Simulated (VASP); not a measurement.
Here is a VASP 6.6.1 calculation.

The input INCAR:

```
PREC = Accurate
ENCUT = 520
EDIFF = 1E-6
ISMEAR = -1
SIGMA = 0.05
LREAL = False
LASPH = True
NELM = 150
ALGO = Normal
ISIF = 2
LWAVE = False
LCHARG = False
LNONCOLLINEAR = True
MAGMOM = 0 0 0 0 0 0
LORBIT = 11
LSORBIT = True
GGA_COMPAT = False
LORBMOM = True
NBANDS = 38
```

Contents of KPOINTS:

```
Automatic mesh
0
Gamma
  7 7 4
```

POSCAR

```
Tl
1.0
    3.3429012690      0.0000000000      0.0000000000
   -1.6714506345      2.8950374213      0.0000000000
    0.0000000000      0.0000000000      5.5535587831
Tl
2
Direct
    0.6666666667      0.3333333333      0.7500000000
    0.3333333333      0.6666666667      0.2500000000
```

Potentials or basis: VASP PAW LDA potentials, release 64 (Tl_d).

Launch:

```bash
$ cat potpaw_LDA.64/Tl_d/POTCAR > POTCAR
$ mpirun -np 1 vasp_ncl > vasp.out
```

(1) Estimate the net moment.

(2) Predict the pressure.

Answers

(1) 0.00 μB per cell.

(2) 0.3 GPa.
